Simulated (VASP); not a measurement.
# PtSe2 (P-3m1) in VASP: single point with HSE06

Aim: the single point of PtSe2 with HSE06.

Everything below comes from runs of VASP 6.6.1. Logs are shortened: lines on timing, memory, paths and dates and some standing lists are left out, and cuts for length are marked.

## (1) The cell of the first run

The structure is trigonal, space group P-3m1 (No. 164). The conventional cell has a = 3.729 Å, b = 3.729 Å, c = 5.277 Å, α = 90.00°, β = 90.00°, γ = 120.00°. Pt (site symmetry -3m) has 6 Se at 2.51 Å within 3.3 Å. Within 3.5 Å of Se (site symmetry 3m) lie 3 Pt at 2.51 Å and 6 Se at 3.37 to 3.44 Å.

## (2) Single point, HSE06

Contents of POSCAR:

```
PtSe2
1.0
    3.7286503610      0.0000000000      0.0000000000
   -1.8643251805      3.2291059344      0.0000000000
    0.0000000000      0.0000000000      5.2771566319
Pt Se
1 2
Direct
    0.0000000000      0.0000000000      0.0000000000
    0.3333333333      0.6666666667      0.2462188973
    0.6666666667      0.3333333333      0.7537811027
```

Contents of INCAR.step1:

```
SYSTEM = PtSe2
  PREC = Accurate
  ENCUT = 520
  EDIFF = 1E-5
  ISMEAR = -1
  SIGMA = 0.02
  LREAL = .False.
  LASPH = .True.
  NELM = 60
  ALGO = Normal
  ISIF = 2
  LWAVE = .True.
  NBANDS = 18
  GGA = PE
  KPAR = 4
```

Contents of INCAR.step2:

```
SYSTEM = PtSe2
  PREC = Accurate
  ENCUT = 520
  EDIFF = 1E-6
  ISMEAR = -1
  SIGMA = 0.02
  LREAL = .False.
  LASPH = .True.
  NELM = 60
  ALGO = Normal
  ISIF = 2
  LWAVE = .False.
  LCHARG = .True.
  GGA = PE
  LHFCALC = .True.
  HFSCREEN = 0.2079
  PRECFOCK = Normal
  LVHAR = .True.
  NBANDS = 18
  ISTART = 1
  KPAR = 4
```

Contents of KPOINTS:

```
Automatic mesh
0
Gamma
  6 6 4
  0 0 0
```

Potentials or basis: VASP PAW PBE potentials, release 64 (Pt, Se).

Started as:

```console
$ cat potpaw_PBE.64/Pt/POTCAR potpaw_PBE.64/Se/POTCAR > POTCAR
$ cp INCAR.step1 INCAR
$ mpirun -np 4 vasp_std > vasp.out
$ cp INCAR.step2 INCAR
$ mpirun -np 4 vasp_std > vasp.out
```

OUTCAR:

```text
SYSTEM = PtSe2
   PREC = Accurate
   ENCUT = 520
   EDIFF = 1E-6
   ISMEAR = -1
   LREAL = .False.
   LASPH = .True.
   NELM = 60
   ISIF = 2
   GGA = PE
   LHFCALC = .True.
   HFSCREEN = 0.2079
   PRECFOCK = Normal
   ISTART = 1

 ion  position               nearest neighbor table
   1  0.000  0.000  0.000-   2 2.51   3 2.51   2 2.51   3 2.51   3 2.51   2 2.51
   2  0.333  0.667  0.246-   1 2.51   1 2.51   1 2.51
   3  0.667  0.333  0.754-   1 2.51   1 2.51   1 2.51

  LATTYP: Found a hexagonal cell.
 ALAT       =     3.7286503610
 C/A-ratio  =     1.4152994035

  Lattice vectors:

 A1 = (   3.7286503610,   0.0000000000,   0.0000000000)
 A2 = (  -1.8643251805,   3.2291059344,   0.0000000000)
 A3 = (   0.0000000000,   0.0000000000,   5.2771566319)

Analysis of symmetry for initial positions (statically):
=====================================================================
 Subroutine PRICEL returns:
 Original cell was already a primitive cell.

 Routine SETGRP: Setting up the symmetry group for a
 hexagonal supercell.

 Subroutine GETGRP returns: Found 12 space group operations
 (whereof 12 operations were pure point group operations)
 out of a pool of 24 trial point group operations.

The static configuration has the point symmetry D_3d.

Analysis of symmetry for dynamics (positions and initial velocities):
=====================================================================
 Subroutine PRICEL returns:
 Original cell was already a primitive cell.

 Routine SETGRP: Setting up the symmetry group for a
 hexagonal supercell.

 Subroutine GETGRP returns: Found 12 space group operations
 (whereof 12 operations were pure point group operations)
 out of a pool of 24 trial point group operations.

The dynamic configuration has the point symmetry D_3d.

 Subroutine INISYM returns: Found 12 space group operations
 (whereof 12 operations are pure point group operations),
 and found     1 'primitive' translations

----------------------------------------------------------------------------------------

                                     Primitive cell

  volume of cell :      63.5381

  direct lattice vectors                    reciprocal lattice vectors
     3.728650361  0.000000000  0.000000000     0.268193556  0.154841622  0.000000000
    -1.864325181  3.229105934  0.000000000     0.000000000  0.309683244  0.000000000
     0.000000000  0.000000000  5.277156632     0.000000000  0.000000000  0.189495986

  length of vectors
     3.728650361  3.728650361  5.277156632     0.309683244  0.309683244  0.189495986

  position of ions in fractional coordinates (direct lattice)
     0.000000000  0.000000000  0.000000000
     0.333333333  0.666666667  0.246218897
     0.666666667  0.333333333  0.753781103

  ion indices of the primitive-cell ions
   primitive index   ion index
                 1           1
                 2           2
                 3           3

----------------------------------------------------------------------------------------

 KPOINTS: Automatic mesh

Automatic generation of k-mesh.
 Grid dimensions read from file:
 generate k-points for:    6    6    4

 Generating k-lattice:

  Cartesian coordinates                     Fractional coordinates (reciprocal lattice)
     0.044698926  0.025806937  0.000000000     0.166666667 -0.000000000  0.000000000
     0.000000000  0.051613874  0.000000000     0.000000000  0.166666667  0.000000000
     0.000000000  0.000000000  0.047373997     0.000000000  0.000000000  0.250000000

  Length of vectors
     0.051613874  0.051613874  0.047373997

  Shift w.r.t. Gamma in fractional coordinates (k-lattice)
     0.000000000  0.000000000  0.000000000

 Subroutine IBZKPT returns following result:
 ===========================================

 Found     24 irreducible k-points:

 Following reciprocal coordinates:
            Coordinates               Weight
  0.000000  0.000000  0.000000      1.000000
  0.166667 -0.000000  0.000000      6.000000
  0.333333  0.000000  0.000000      6.000000
  0.500000 -0.000000  0.000000      3.000000
  0.166667  0.166667  0.000000      6.000000
  0.333333  0.166667  0.000000     12.000000
[... 16 lines left out ...]
  0.333333  0.166667  0.500000     12.000000
  0.333333  0.333333  0.500000      2.000000
   k-points           NKPTS =     24   k-points in BZ     NKDIM =    144   number of bands    NBANDS=     18
   number of dos      NEDOS =    301   number of ions     NIONS =      3
   total plane-waves  NPLWV =  31360
   dimension x,y,z NGX =    28 NGY =   28 NGZ =   40
   dimension x,y,z NGXF=    56 NGYF=   56 NGZF=   80
   ions per type =               1   2
   NGX,Y,Z   is equivalent  to a cutoff of  12.48, 12.48, 12.60 a.u.
   NGXF,Y,Z  is equivalent  to a cutoff of  24.97, 24.97, 25.20 a.u.
 SYSTEM =  PtSe2
   PREC   = accura    normal or accurate (medium, high low for compatibility)
   ISTART =      1    job   : 0-new  1-cont  2-samecut
   ICHARG =      0    charge: 1-file 2-atom 10-const
   ISPIN  =      1    spin polarized calculation?
   LNONCOLLINEAR =      F non collinear calculations
   LSORBIT =      F    spin-orbit coupling
   LASPH  =      T    aspherical Exc in radial PAW
   ENCUT  =  520.0 eV  38.22 Ry    6.18 a.u.   6.93  6.93  9.81*2*pi/ulx,y,z
   NELM   =     60;   NELMIN=  2; NELMDL=  0     # of ELM steps
   EDIFF  = 0.1E-05   stopping-criterion for ELM
   LREAL  =      F    real-space projection
   EDIFFG = 0.1E-04   stopping-criterion for IOM
   NSW    =      0    number of steps for IOM
   IBRION =     -1    ionic relax: 0-MD 1-quasi-New 2-CG
   NFREE  =      0    steps in history (QN), initial steepest desc. (CG)
   ISIF   =      2    stress and relaxation
   ISYM   =      3    0-nonsym 1-usesym 2-fastsym
   POTIM  = 0.5000    time-step for ionic-motion
   TEBEG  =    0.0;   TEEND  =   0.0 temperature during run
   PSTRESS=    0.0 pullay stress
   NELECT =      22.0000    total number of electrons
   NUPDOWN=      -1.0000    fix difference up-down
   EMIN   =  10.00;   EMAX   =-10.00  energy-range for DOS
   EFERMI =   0.00;   METHOD = LEGACY
   ISMEAR =    -1;   SIGMA  =   0.02  broadening in eV -4-tet -1-fermi 0-gaus
   EFERMI_NEDOS =   21; number of points for ismear=-14 and -15
   IALGO  =     38    algorithm
   IMIX   =      1    mixing-type and parameters
     AMIX     =   0.40;   BMIX     =  1.00
     AMIX_MAG =   1.60;   BMIX_MAG =  1.00
  volume/ion in A,a.u.               =      21.18       142.93
  Fermi-wavevector in a.u.,A,eV,Ry     =   1.149576  2.172384 17.980444  1.321525
  Thomas-Fermi vector in A             =   2.286245
   LORBIT       =      0    0 simple, 1 ext, 2 COOP (PROOUT), +10 PAW based schemes
   GGA     = PE    functional components
   LHFCALC =     T    Hartree Fock is set to
   PRECFOCK=normal    Normal, Fast or Accurate (Low or Medium for compatibility)
   ENCUT4O =  -1.0   cutoff for four orbital integrals eV
   NKREDX  =     1    reduce k-point grid by
   NKREDY  =     1    reduce k-point grid by
   NKREDZ  =     1    reduce k-point grid by
   AEXX    =    0.2500 exact exchange contribution
   HFSCREEN=    0.2079 screening length (either q_TF or 0.3 A-1)
   HFSCREENC=   0.2079 screening length for correlation (either q_TF or 0.3 A-1)
   ENCUTFOCK=  -1.0 apply spherical cutoff to Coloumb kernel
   IVDW    =     0    specifies the selected vdW correction
   LEPSILON=     F    determine dielectric tensor
   LRPA    =     F    only Hartree local field effects (RPA)
 non-spin polarized calculation
  energy-cutoff  :      520.00
  volume of cell :       63.54
 maximum number of plane-waves:      1728
  NGX = 24; NGY = 24; NGZ = 30

 number of electron      21.9999999 magnetization

 Free energy of the ion-electron system (eV)
  ---------------------------------------------------
  ext. energy  EPLUGINS =         0.00000000
  ---------------------------------------------------
  free energy    TOTEN  =       -17.22068731 eV

  energy without entropy =      -17.22062273  energy(sigma->0) =      -17.22065502

 E-fermi :   5.9829     XC(G=0):  -8.5879

 val. band max:        5.9044568797   @ k =   0.0000   0.0000   0.0000
 cond. band min:       6.0967794768   @ k =   0.3333   0.3333   0.0000
 fundamental gap:      0.1923225972
 Fermi energy:         5.9829468920

 k-point     1 :       0.0000    0.0000    0.0000
  band No.  band energies     occupation
      1     -11.3270      2.00000
      2      -8.5562      2.00000
      3      -2.2336      2.00000
      4      -1.3790      2.00000
      5      -1.3790      2.00000
      6       0.7906      2.00000
[... 10 lines left out ...]
     17      13.8507      0.00000
     18      18.3251      0.00000

 k-point     2 :       0.1667   -0.0000    0.0000
  band No.  band energies     occupation
      1     -10.9996      2.00000
      2      -8.6663      2.00000
      3      -1.8547      2.00000
      4      -1.2176      2.00000
      5      -1.1639      2.00000
      6       0.4332      2.00000
[... 10 lines left out ...]
     17      14.7799      0.00000
     18      15.5678      0.00000

 k-point     3 :       0.3333    0.0000    0.0000
  band No.  band energies     occupation
      1     -10.1754      2.00000
      2      -8.9327      2.00000
      3      -1.5953      2.00000
      4      -0.7995      2.00000
      5      -0.7040      2.00000
      6      -0.2854      2.00000
[... 10 lines left out ...]
     17      14.4783      0.00000
     18      15.5538      0.00000

 k-point     4 :       0.5000   -0.0000    0.0000
  band No.  band energies     occupation
      1      -9.3753      2.00000
      2      -9.3583      2.00000
      3      -2.3707      2.00000
      4      -0.7362      2.00000
      5      -0.4093      2.00000
      6       0.9023      2.00000
[... 375 lines left out ...]
      4      -1.2176      2.00000
      5      -0.5110      2.00000
      6       0.1342      2.00000
[... 10 lines left out ...]
     17      14.7353      0.00000
     18      15.1974      0.00000

 k-point    23 :       0.3333    0.1667    0.5000
  band No.  band energies     occupation
      1      -9.4482      2.00000
      2      -9.2242      2.00000
      3      -2.1390      2.00000
      4      -1.2939      2.00000
      5      -0.4052      2.00000
      6       0.2629      2.00000
[... 10 lines left out ...]
     17      14.7755      0.00000
     18      16.2070      0.00000

 k-point    24 :       0.3333    0.3333    0.5000
  band No.  band energies     occupation
      1      -9.2157      2.00000
      2      -9.2157      2.00000
      3      -1.3899      2.00000
      4      -1.3899      2.00000
      5      -1.1893      2.00000
      6       0.6078      2.00000
[... 10 lines left out ...]
     17      14.0507      0.00000
     18      16.5707      0.00000

------------------------ aborting loop because EDIFF is reached ----------------------------------------

  FORCE on cell =-STRESS in cart. coord.  units (eV):
  Direction    XX          YY          ZZ          XY          YZ          ZX
  --------------------------------------------------------------------------------------
  -------------------------------------------------------------------------------------
  Total       -0.3909899     -0.3909899     -0.1103834      0.0000000     -0.0000000      0.0000000
  in kB       -9.8592119     -9.8592119     -2.7834297      0.0000000     -0.0000000      0.0000000
  external PRESSURE =      -7.5006178 kB  Pullay stress =       0.0000000 kB

 VOLUME and BASIS-vectors are now :
 -----------------------------------------------------------------------------
  energy-cutoff  :      520.00
  volume of cell :       63.54
      direct lattice vectors                 reciprocal lattice vectors
     3.728650361  0.000000000  0.000000000     0.268193556  0.154841622  0.000000000
    -1.864325181  3.229105934  0.000000000     0.000000000  0.309683244  0.000000000
     0.000000000  0.000000000  5.277156632     0.000000000  0.000000000  0.189495986

 POSITION                                       TOTAL-FORCE (eV/Angst)
 -----------------------------------------------------------------------------------
      0.00000      0.00000      0.00000         0.000000      0.000000      0.000000
     -0.00000      2.15274      1.29934        -0.000000     -0.000000     -0.326638
      1.86433      1.07637      3.97782        -0.000000      0.000000      0.326638
 -----------------------------------------------------------------------------------
    total drift:                               -0.000000     -0.000000     -0.000005

  FREE ENERGIE OF THE ION-ELECTRON SYSTEM (eV)
  ---------------------------------------------------
  free  energy   TOTEN  =       -17.2206873132 eV

  energy  without entropy=      -17.2206227334  energy(sigma->0) =      -17.22065502
```

Run time: 33 min. Hardware: 4 MPI ranks of Intel Xeon Platinum 8175M at 2.50GHz (Skylake/Cascade Lake), shared host; peak memory 0.3 GiB.

Results:

```
Free energy            : -17.2207 eV
Pressure               : -0.8 GPa
Largest force          : 0.327 eV/Å
Band gap on the k mesh : 0.19 eV (least direct gap 1.39 eV)
```

Forces on the atoms (eV/Å):
```
Pt   0.000  0.000  0.000
Se   0.000  0.000 -0.327
Se   0.000  0.000  0.327
```

Stress tensor (GPa, compression positive):
```
-0.99  0.00  0.00
 0.00 -0.99  0.00
 0.00  0.00 -0.28
```

Caveat: the PAW data sets were made with another functional, which shifts forces and pressure a little; spin-orbit coupling is left out, which moves the levels of the heavy elements. A k mesh can miss the band edges.
